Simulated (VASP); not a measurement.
# CuI2: single point with PBE

CuI2:

```
Cu I
1.0
     5.20038    0.00000    0.00000
     0.00000    5.20038    0.00000
     0.00000    0.00000    4.54417
Cu I
1 2
Direct
  0.00000 0.00000 0.00000
  0.00000 0.50000 0.00000
  0.50000 0.00000 0.00000
```

| Property | Result |
| --- | --- |
| Program | VASP 6.6.1 |
| Task | single point |
| Functional | PBE |
| Potentials or basis | VASP PAW PBE potentials, release 64 (Cu, I) |
| Cutoff | 520 eV |
| k mesh | 1 × 1 × 1, shifted |
| Occupations | gaussian, width 0.1 eV |
| Spin | no spin polarisation |
| Dipole correction | no |
| Further INCAR settings | ALGO = Normal; EDIFF = 1e-06; NBANDS = 20; ISYM = -1 |

The pressure is 1.2 GPa. The band gap on the k mesh is zero (an odd number of electrons rules out a gap without spin polarisation).

Stress tensor (GPa, compression positive):
```
 2.13 -1.24 -0.66
-1.24  2.13 -0.66
-0.66 -0.66 -0.69
```

Levels at points of the mesh, in eV from the Fermi level:
```csv
k point,band 9,band 10,band 11,band 12,band 13,band 14,band 15,band 16,band 17,band 18
"(0.25, 0.25, 0.25)",-1.65,-1.52,-1.12,-0.97,0.00,2.94,4.50,6.09,7.11,7.89
```

Run time: 6.5 s on 1 thread of Intel(R) Xeon(R) 6975P-C (Granite Rapids), on a shared host, peak memory 0.22 GiB.

Caveat: spin-orbit coupling is left out, which moves the levels of the heavy elements; this functional lacks dispersion, which binds layers or chains, so the pressure and a relaxed spacing across them are unreliable; an odd number of electrons without spin polarisation forces a metal; a magnetic or distorted state may lie lower.
